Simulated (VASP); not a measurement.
# MoS2 in VASP: notebook

Runs on MoS2. Level: PBE+D3(BJ). Tasks: single point.

Program: VASP 6.6.1. These are calculated values, not measurements. Logs are shortened: lines on timing, memory, paths and dates and some standing lists are left out, and cuts for length are marked.

## 1. The cell of the first run

The cell holds a slab with vacuum, 3 atoms: a = 3.154 Å, b = 3.154 Å, c = 21.012 Å, α = 90.00°, β = 90.00°, γ = 120.00°.

## 2. Single point, PBE+D3(BJ), collinear spin, ferromagnetic start

INCAR

```
SYSTEM = MoS2
ALGO = Normal
DIPOL = 0.5 0.5 0.500
EDIFF = 1E-7
ENCUT = 520
GGA = PE
IDIPOL = 3
ISIF = 2
ISMEAR = 0
ISPIN = 2
IVDW = 12
LASPH = .True.
LCHARG = .False.
LDIPOL = .True.
LMAXMIX = 4
LORBIT = 11
LREAL = .False.
LWAVE = .False.
MAGMOM = 0 0 1
NBANDS = 24
NELM = 150
PREC = Accurate
SIGMA = 0.05
```

KPOINTS

```
k-points
0
Gamma
  12 12 1
  0 0 0
```

POSCAR

```
MoS2
1.0
    3.1539492287      0.0000000000      0.0000000000
   -1.5769746143      2.7314001543      0.0000000000
    0.0000000000      0.0000000000     21.0122751980
S Mo
2 1
Direct
    0.3333333333      0.6666666667      0.4254039311
    0.3333333333      0.6666666667      0.5745960720
    0.6666666667      0.3333333333      0.4999999969
```

Potentials or basis: VASP PAW PBE potentials, release 64 (S, Mo_sv).

Command:

```console
$ cat potpaw_PBE.64/S/POTCAR potpaw_PBE.64/Mo_sv/POTCAR > POTCAR
$ mpirun -np 1 vasp_std > vasp.out
```

OUTCAR:

```text
SYSTEM = MoS2
   EDIFF = 1E-7
   ENCUT = 520
   GGA = PE
   ISIF = 2
   ISMEAR = 0
   ISPIN = 2
   IVDW = 12
   LASPH = .True.
   LORBIT = 11
   LREAL = .False.
   NELM = 150
   PREC = Accurate
 IVDW          = 12

 ion  position               nearest neighbor table
   1  0.333  0.667  0.425-   3 2.40   3 2.40   3 2.40
   2  0.333  0.667  0.575-   3 2.40   3 2.40   3 2.40
   3  0.667  0.333  0.500-   1 2.40   1 2.40   1 2.40   2 2.40   2 2.40   2 2.40

  LATTYP: Found a hexagonal cell.
 ALAT       =     3.1539492287
 C/A-ratio  =     6.6622109851

  Lattice vectors:

 A1 = (   3.1539492287,   0.0000000000,   0.0000000000)
 A2 = (  -1.5769746143,   2.7314001543,   0.0000000000)
 A3 = (   0.0000000000,   0.0000000000,  21.0122751980)

Analysis of symmetry for initial positions (statically):
=====================================================================
 Subroutine PRICEL returns:
 Original cell was already a primitive cell.

 Routine SETGRP: Setting up the symmetry group for a
 hexagonal supercell.

 Subroutine GETGRP returns: Found 12 space group operations
 (whereof 12 operations were pure point group operations)
 out of a pool of 24 trial point group operations.

The static configuration has the point symmetry D_3h.

Analysis of symmetry for dynamics (positions and initial velocities):
=====================================================================
 Subroutine PRICEL returns:
 Original cell was already a primitive cell.

 Routine SETGRP: Setting up the symmetry group for a
 hexagonal supercell.

 Subroutine GETGRP returns: Found 12 space group operations
 (whereof 12 operations were pure point group operations)
 out of a pool of 24 trial point group operations.

The dynamic configuration has the point symmetry D_3h.

Analysis of structural, dynamic, and magnetic symmetry:
=====================================================================
 Subroutine PRICEL returns:
 Original cell was already a primitive cell.

 Routine SETGRP: Setting up the symmetry group for a
 hexagonal supercell.

 Subroutine GETGRP returns: Found 12 space group operations
 (whereof 12 operations were pure point group operations)
 out of a pool of 24 trial point group operations.

The overall configuration has the point symmetry D_3h.

 Subroutine INISYM returns: Found 12 space group operations
 (whereof 12 operations are pure point group operations),
 and found     1 'primitive' translations

----------------------------------------------------------------------------------------

                                     Primitive cell

  volume of cell :     181.0144

  direct lattice vectors                    reciprocal lattice vectors
     3.153949229  0.000000000  0.000000000     0.317062808  0.183056298  0.000000000
    -1.576974614  2.731400154  0.000000000     0.000000000  0.366112596  0.000000000
     0.000000000  0.000000000 21.012275198     0.000000000  0.000000000  0.047591229

  length of vectors
     3.153949229  3.153949229 21.012275198     0.366112596  0.366112596  0.047591229

  position of ions in fractional coordinates (direct lattice)
     0.333333333  0.666666667  0.425403931
     0.333333333  0.666666667  0.574596072
     0.666666667  0.333333333  0.499999997

  ion indices of the primitive-cell ions
   primitive index   ion index
                 1           1
                 2           2
                 3           3

----------------------------------------------------------------------------------------

 KPOINTS: k-points

Automatic generation of k-mesh.
 Grid dimensions read from file:
 generate k-points for:   12   12    1

 Generating k-lattice:

  Cartesian coordinates                     Fractional coordinates (reciprocal lattice)
     0.026421901  0.015254691  0.000000000     0.083333333  0.000000000  0.000000000
     0.000000000  0.030509383  0.000000000     0.000000000  0.083333333  0.000000000
     0.000000000  0.000000000  0.047591229     0.000000000  0.000000000  1.000000000

  Length of vectors
     0.030509383  0.030509383  0.047591229

  Shift w.r.t. Gamma in fractional coordinates (k-lattice)
     0.000000000  0.000000000  0.000000000

 Subroutine IBZKPT returns following result:
 ===========================================

 Found     19 irreducible k-points:

 Following reciprocal coordinates:
            Coordinates               Weight
  0.000000  0.000000  0.000000      1.000000
  0.083333 -0.000000  0.000000      6.000000
  0.166667 -0.000000  0.000000      6.000000
  0.250000 -0.000000  0.000000      6.000000
  0.333333  0.000000  0.000000      6.000000
  0.416667  0.000000  0.000000      6.000000
[... 11 lines left out ...]
  0.333333  0.250000  0.000000     12.000000
  0.333333  0.333333  0.000000      2.000000
   k-points           NKPTS =     19   k-points in BZ     NKDIM =     19   number of bands    NBANDS=     24
   number of dos      NEDOS =    301   number of ions     NIONS =      3
   total plane-waves  NPLWV =  92160
   dimension x,y,z NGX =    24 NGY =   24 NGZ =  160
   dimension x,y,z NGXF=    48 NGYF=   48 NGZF=  320
   ions per type =               2   1
   NGX,Y,Z   is equivalent  to a cutoff of  12.65, 12.65, 12.66 a.u.
   NGXF,Y,Z  is equivalent  to a cutoff of  25.30, 25.30, 25.32 a.u.
 SYSTEM =  MoS2
   PREC   = accura    normal or accurate (medium, high low for compatibility)
   ISTART =      0    job   : 0-new  1-cont  2-samecut
   ICHARG =      2    charge: 1-file 2-atom 10-const
   ISPIN  =      2    spin polarized calculation?
   LNONCOLLINEAR =      F non collinear calculations
   LSORBIT =      F    spin-orbit coupling
   LASPH  =      T    aspherical Exc in radial PAW
   ENCUT  =  520.0 eV  38.22 Ry    6.18 a.u.   5.86  5.86 39.07*2*pi/ulx,y,z
   NELM   =    150;   NELMIN=  2; NELMDL= -5     # of ELM steps
   EDIFF  = 0.1E-06   stopping-criterion for ELM
   LREAL  =      F    real-space projection
   EDIFFG = 0.1E-05   stopping-criterion for IOM
   NSW    =      0    number of steps for IOM
   IBRION =     -1    ionic relax: 0-MD 1-quasi-New 2-CG
   NFREE  =      0    steps in history (QN), initial steepest desc. (CG)
   ISIF   =      2    stress and relaxation
   ISYM   =      2    0-nonsym 1-usesym 2-fastsym
   POTIM  = 0.5000    time-step for ionic-motion
   TEBEG  =    0.0;   TEEND  =   0.0 temperature during run
   PSTRESS=    0.0 pullay stress
   NELECT =      26.0000    total number of electrons
   NUPDOWN=      -1.0000    fix difference up-down
   EMIN   =  10.00;   EMAX   =-10.00  energy-range for DOS
   EFERMI =   0.00;   METHOD = LEGACY
   ISMEAR =     0;   SIGMA  =   0.05  broadening in eV -4-tet -1-fermi 0-gaus
   EFERMI_NEDOS =   21; number of points for ismear=-14 and -15
   IALGO  =     38    algorithm
   IMIX   =      4    mixing-type and parameters
     AMIX     =   0.40;   BMIX     =  1.00
     AMIX_MAG =   1.60;   BMIX_MAG =  1.00
  volume/ion in A,a.u.               =      60.34       407.18
  Fermi-wavevector in a.u.,A,eV,Ry     =   0.857357  1.620169 10.001107  0.735061
  Thomas-Fermi vector in A             =   1.974398
   LORBIT       =     11    0 simple, 1 ext, 2 COOP (PROOUT), +10 PAW based schemes
   GGA     = PE    functional components
   LHFCALC =     F    Hartree Fock is set to
   AEXX    =    0.0000 exact exchange contribution
   IVDW    =    12    specifies the selected vdW correction
   LEPSILON=     F    determine dielectric tensor
   LRPA    =     F    only Hartree local field effects (RPA)
 spin polarized calculation
 Gauss-broadening in eV      SIGMA  =   0.05
  energy-cutoff  :      520.00
  volume of cell :      181.01
 maximum number of plane-waves:      4902
 NGX is ok and might be reduce to    24
   NGX = 11   NGY = 11   NGZ = 79

 dipolmoment           0.000000      0.000000     -0.000000 electrons x Angstroem

 number of electron      26.0000002 magnetization       0.0000246

 number of electron      26.0000002 magnetization      -0.0000058

 dipolmoment           0.000000      0.000000      0.000000 electrons x Angstroem

 Free energy of the ion-electron system (eV)
  ---------------------------------------------------
  ext. energy  EPLUGINS =         0.00000000
  ---------------------------------------------------
  free energy    TOTEN  =       -21.84382514 eV

  energy without entropy =      -21.84382514  energy(sigma->0) =      -21.84382514

 E-fermi :  -1.8062     XC(G=0):  -3.6681

 val. band max:       -2.1292459437   @ k =   0.3333   0.3333   0.0000
 cond. band min:      -0.3479035520   @ k =   0.3333   0.3333   0.0000
 fundamental gap:      1.7813423917
 Fermi energy:        -1.8062302783

 spin component 1

 k-point     1 :       0.0000    0.0000    0.0000
  band No.  band energies     occupation
      1     -62.9642      1.00000
      2     -37.1240      1.00000
      3     -36.8857      1.00000
      4     -36.8857      1.00000
      5     -16.2907      1.00000
      6     -14.9885      1.00000
[... 16 lines left out ...]
     23       6.0875      0.00000
     24       7.0569      0.00000

 k-point     2 :       0.0833   -0.0000    0.0000
  band No.  band energies     occupation
      1     -62.9614      1.00000
      2     -37.1185      1.00000
      3     -36.9137      1.00000
      4     -36.8921      1.00000
      5     -16.1843      1.00000
      6     -14.9440      1.00000
[... 16 lines left out ...]
     23       6.2262      0.00000
     24       7.5042      0.00000
[... 430 lines left out ...]
     23       9.0140      0.00000
     24       9.0952      0.00000

 k-point    19 :       0.3333    0.3333    0.0000
  band No.  band energies     occupation
      1     -62.9167      1.00000
      2     -37.1910      1.00000
      3     -37.1456      1.00000
      4     -37.0313      1.00000
      5     -14.0489      1.00000
      6     -14.0250      1.00000
[... 16 lines left out ...]
     23       9.6318      0.00000
     24       9.6772      0.00000
 Fermi energy:        -1.8062302783

 spin component 2

 k-point     1 :       0.0000    0.0000    0.0000
  band No.  band energies     occupation
      1     -62.9642      1.00000
      2     -37.1240      1.00000
      3     -36.8857      1.00000
      4     -36.8857      1.00000
      5     -16.2907      1.00000
      6     -14.9885      1.00000
[... 16 lines left out ...]
     23       6.0840      0.00000
     24       7.0568      0.00000

 k-point     2 :       0.0833   -0.0000    0.0000
  band No.  band energies     occupation
      1     -62.9614      1.00000
      2     -37.1185      1.00000
      3     -36.9137      1.00000
      4     -36.8921      1.00000
      5     -16.1843      1.00000
      6     -14.9440      1.00000
[... 16 lines left out ...]
     23       6.2228      0.00000
     24       7.5032      0.00000
[... 430 lines left out ...]
     23       9.0038      0.00000
     24       9.0939      0.00000

 k-point    19 :       0.3333    0.3333    0.0000
  band No.  band energies     occupation
      1     -62.9167      1.00000
      2     -37.1910      1.00000
      3     -37.1456      1.00000
      4     -37.0313      1.00000
      5     -14.0489      1.00000
      6     -14.0250      1.00000
[... 16 lines left out ...]
     23       9.6308      0.00000
     24       9.6772      0.00000

------------------------ aborting loop because EDIFF is reached ----------------------------------------

 vacuum level on the upper side and lower side of the slab       (xc-potential included)        -0.002        -0.002

 Edisp (eV)   -0.95830

 E8    (eV) :    -0.4145

  FORCE on cell =-STRESS in cart. coord.  units (eV):
  Direction    XX          YY          ZZ          XY          YZ          ZX
  --------------------------------------------------------------------------------------
  -------------------------------------------------------------------------------------
  Total      -0.03659    -0.03659    -0.06360    -0.00000     0.00000    -0.00000
  in kB      -0.32389    -0.32389    -0.56294    -0.00000     0.00000    -0.00000
  external pressure =       -0.40 kB  Pullay stress =        0.00 kB

 VOLUME and BASIS-vectors are now :
 -----------------------------------------------------------------------------
  energy-cutoff  :      520.00
  volume of cell :      181.01
      direct lattice vectors                 reciprocal lattice vectors
     3.153949229  0.000000000  0.000000000     0.317062808  0.183056298  0.000000000
    -1.576974614  2.731400154  0.000000000     0.000000000  0.366112596  0.000000000
     0.000000000  0.000000000 21.012275198     0.000000000  0.000000000  0.047591229

 POSITION                                       TOTAL-FORCE (eV/Angst)
 -----------------------------------------------------------------------------------
     -0.00000      1.82093      8.93870        -0.000000      0.000000      0.011503
     -0.00000      1.82093     12.07357        -0.000000      0.000000     -0.011503
      1.57697      0.91047     10.50614         0.000000     -0.000000      0.000000
 -----------------------------------------------------------------------------------
    total drift:                               -0.000000      0.000000      0.000152

  FREE ENERGIE OF THE ION-ELECTRON SYSTEM (eV)
  ---------------------------------------------------
  free  energy   TOTEN  =       -22.8021269120 eV

  energy  without entropy=      -22.8021269120  energy(sigma->0) =      -22.80212691

 vacuum level on the upper side and lower side of the slab         3.761         3.761

 total charge

# of ion       s       p       d       tot
------------------------------------------
    1        1.363   2.343   0.000   3.707
    2        1.363   2.343   0.000   3.707
    3        2.292   6.224   3.955  12.471
--------------------------------------------------
tot          5.019  10.910   3.955  19.884

 magnetization (x)

# of ion       s       p       d       tot
------------------------------------------
    1        0.000  -0.000   0.000  -0.000
    2        0.000  -0.000   0.000  -0.000
    3        0.000   0.000   0.000   0.000
--------------------------------------------------
tot          0.000  -0.000   0.000   0.000
```

Run time: 4.6 min. Hardware: 1 thread of Intel Xeon 6975P-C, shared host; peak memory 0.44 GiB.

Results:

```
Free energy                                           : -22.8021 eV
Largest force                                         : 0.012 eV/Å
Band gap on the k mesh                                : 1.78 eV, direct
Net moment                                            : 0.00 μB per cell
Valence electrons inside the program's atomic spheres : S 3.71; Mo 12.47
Dispersion energy per atom                            : -0.319 eV
```

Forces on the atoms (eV/Å):
```
S    0.000  0.000  0.012
S    0.000  0.000 -0.012
Mo   0.000  0.000  0.000
```

(Continued in part 2 of 2.)
